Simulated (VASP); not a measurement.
# Ag (P6_3/mmc) in VASP: further runs, part 2 of 2

VASP 6.6.1. The steps go on from the part before.

**4. Single point, HSE06**

POSCAR reads:

```
Ag
1.0
    2.9300000000      0.0000000000      0.0000000000
   -1.4650000000      2.5374544331      0.0000000000
    0.0000000000      0.0000000000      4.7900000000
Ag
2
Direct
    0.6666666667      0.3333333333      0.7500000000
    0.3333333333      0.6666666667      0.2500000000
```

INCAR.step1 reads:

```
SYSTEM = Ag
PREC     = Accurate       ! precision mode
ENCUT    = 520            ! plane-wave cutoff, eV
EDIFF    = 1E-5           ! SCF threshold, eV
ISMEAR   = -1             ! smearing method
SIGMA    = 0.05           ! smearing width, eV
LREAL    = .FALSE.        ! projectors in reciprocal space
LASPH    = .TRUE.         ! aspherical terms in the spheres
NELM     = 60             ! most SCF steps
ALGO     = Normal         ! electronic algorithm
ISIF     = 2              ! what is computed and relaxed
LWAVE    = .TRUE.         ! write WAVECAR
NBANDS   = 18             ! bands
GGA      = PE             ! functional
```

INCAR.step2 reads:

```
SYSTEM = Ag
PREC     = Accurate       ! precision mode
ENCUT    = 520            ! plane-wave cutoff, eV
EDIFF    = 1E-6           ! SCF threshold, eV
ISMEAR   = -1             ! smearing method
SIGMA    = 0.05           ! smearing width, eV
LREAL    = .FALSE.        ! projectors in reciprocal space
LASPH    = .TRUE.         ! aspherical terms in the spheres
NELM     = 60             ! most SCF steps
ALGO     = Normal         ! electronic algorithm
ISIF     = 2              ! what is computed and relaxed
LWAVE    = .FALSE.        ! write WAVECAR
LCHARG   = .TRUE.         ! write CHGCAR
GGA      = PE             ! functional
LHFCALC  = .TRUE.         ! exact exchange
HFSCREEN = 0.2079         ! screening, 1/A
PRECFOCK = Normal       
LELF     = .TRUE.         ! ELF
LVHAR    = .TRUE.       
NBANDS   = 18             ! bands
ISTART   = 1
```

KPOINTS reads:

```
regular mesh
0
G
  5 5 3
  0 0 0
```

Potentials or basis: VASP PAW PBE potentials, release 64 (Ag).

Started as:

```console
$ cat potpaw_PBE.64/Ag/POTCAR > POTCAR
$ cp INCAR.step1 INCAR
$ mpirun -np 1 vasp_std > vasp.out
$ cp INCAR.step2 INCAR
$ mpirun -np 1 vasp_std > vasp.out
```

OUTCAR:

```text
SYSTEM = Ag
   PREC = Accurate
   ENCUT = 520
   EDIFF = 1E-6
   ISMEAR = -1
   LREAL = .FALSE.
   LASPH = .TRUE.
   NELM = 60
   ISIF = 2
   GGA = PE
   LHFCALC = .TRUE.
   HFSCREEN = 0.2079
   PRECFOCK = Normal
   ISTART = 1

 ion  position               nearest neighbor table
   1  0.667  0.333  0.750-   2 2.93   2 2.93   2 2.93   2 2.93   2 2.93   2 2.93
   2  0.333  0.667  0.250-   1 2.93   1 2.93   1 2.93   1 2.93   1 2.93   1 2.93

  LATTYP: Found a hexagonal cell.
[... 394 lines left out ...]

------------------------ aborting loop because EDIFF is reached ----------------------------------------

  FORCE on cell =-STRESS in cart. coord.  units (eV):
  Direction    XX          YY          ZZ          XY          YZ          ZX
  --------------------------------------------------------------------------------------
  -------------------------------------------------------------------------------------
  Total       -0.3587017     -0.3587017      0.0948751      0.0000000      0.0000000      0.0000000
  in kB      -16.1377363    -16.1377363      4.2683649      0.0000000      0.0000000      0.0000000
  external PRESSURE =      -9.3357026 kB  Pullay stress =       0.0000000 kB

 VOLUME and BASIS-vectors are now :
 -----------------------------------------------------------------------------
  energy-cutoff  :      520.00
  volume of cell :       35.61
      direct lattice vectors                 reciprocal lattice vectors
     2.930000000  0.000000000  0.000000000     0.341296928  0.197047873  0.000000000
    -1.465000000  2.537454433  0.000000000     0.000000000  0.394095747  0.000000000
     0.000000000  0.000000000  4.790000000     0.000000000  0.000000000  0.208768267

 POSITION                                       TOTAL-FORCE (eV/Angst)
 -----------------------------------------------------------------------------------
      1.46500      0.84582      3.59250        -0.000000     -0.000000     -0.000000
     -0.00000      1.69164      1.19750         0.000000      0.000000      0.000000
 -----------------------------------------------------------------------------------
    total drift:                               -0.000000      0.000000     -0.000000

  FREE ENERGIE OF THE ION-ELECTRON SYSTEM (eV)
  ---------------------------------------------------
  free  energy   TOTEN  =        -5.8649339620 eV

  energy  without entropy=       -5.8559360620  energy(sigma->0) =       -5.86043501
```

OSZICAR.step1:

```text
N       E                     dE             d eps       ncg     rms          rms(c)
DAV:   1     0.124619696735E+03    0.12462E+03   -0.11916E+04   360   0.122E+03
DAV:   2    -0.422199080310E+01   -0.12884E+03   -0.12199E+03   370   0.268E+02
DAV:   3    -0.605121186450E+01   -0.18292E+01   -0.18247E+01   426   0.364E+01
DAV:   4    -0.605682019982E+01   -0.56083E-02   -0.56079E-02   414   0.193E+00
DAV:   5    -0.605686543014E+01   -0.45230E-04   -0.45230E-04   402   0.188E-01    0.650E+00
DAV:   6    -0.559893001691E+01    0.45794E+00   -0.11690E+00   370   0.113E+01    0.427E+00
DAV:   7    -0.558554311179E+01    0.13387E-01   -0.15423E-02   394   0.115E+00    0.244E+00
DAV:   8    -0.558068502216E+01    0.48581E-02   -0.11608E-03   388   0.277E-01    0.116E-01
DAV:   9    -0.558069539952E+01   -0.10377E-04   -0.15746E-05   362   0.314E-02    0.369E-02
DAV:  10    -0.558070821655E+01   -0.12817E-04   -0.89412E-06   330   0.269E-02    0.405E-03
DAV:  11    -0.558070771261E+01    0.50393E-06   -0.43494E-07   188   0.494E-03
   1 F= -.55807077E+01 E0= -.55762073E+01  d E =-.900093E-02
```

Run time: 10 min. Hardware: 1 thread of Intel Xeon Platinum 8488C (Sapphire Rapids), shared host; peak memory 0.26 GiB.

Results:

```
Free energy            : -5.8649 eV
Pressure               : -0.9 GPa
Band gap on the k mesh : zero (bands 11 and 12 overlap by 5.91 eV)
```

Stress tensor (GPa, compression positive):
```
-1.61  0.00  0.00
 0.00 -1.61  0.00
 0.00  0.00  0.43
```

Caveat: the k points lie up to 0.50 Å⁻¹ apart, too coarse for converged energies and pressures of a metal; the PAW data sets were made with another functional, which shifts forces and pressure a little.

**5. Overview**

| level | share of exact exchange | screening parameter | gap on the mesh (eV) | pressure (GPa) |
| --- | --- | --- | --- | --- |
| PBEsol-based global hybrid with 25 % exact exchange | 0.25 | - | none | -5.9 |
| B3LYP | 0.2 | - | none | 4.6 |
| HSE06 | 0.25 | 0.2079 1/Å | none | -0.9 |

Alike in all rows: task single point; potentials or basis VASP PAW PBE potentials, release 64 (Ag); no spin polarisation; cell as given; k mesh 5 × 5 × 3; cutoff (eV) 520; smearing fermi-dirac 0.05 eV.

Caveats: all runs use coarse meshes; the PAW data sets were made with another functional, which shifts forces and pressure a little.

Total energies depend on the potentials used, so only differences within one code and one set of settings carry meaning.
